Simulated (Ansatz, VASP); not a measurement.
Ru in VASP and in Ansatz

```
Ru
1.0
     2.41787    0.00000    0.00000
     0.00000    2.41787    0.00000
     0.00000    0.00000    2.41787
Ru
1
Direct
  0.00000 0.00000 0.00000
```

Alike in both runs: task relaxation of cell and atoms; functional LDA; k mesh 17 × 17 × 17; occupations fermi-dirac, width 0.1 eV; no spin polarisation.

|  | VASP | Ansatz |
| --- | --- | --- |
| version | VASP 6.6.1 | Ansatz 0.2.0 |
| potentials or method | VASP PAW LDA potentials, release 64 (Ru_sv) | PAW with Ansatz's default frozen-core files, scalar-relativistic |
| plane-wave cutoff (eV) | 560 | 420 |
| valence electrons in the cell | 16 | 16 |

VASP gave:

- relaxed volume (Å³/atom): 14.98
- relaxed length of the cell vector where the two differ most in proportion (Å): 2.465

Q: Which values does Ansatz return?

A: Relaxed volume (Å³/atom): 14.97; relaxed length of the cell vector where the two differ most in proportion (Å): 2.464.

LDA's correlation is that of Perdew and Zunger in VASP and of Perdew and Wang (1992) in Ansatz.
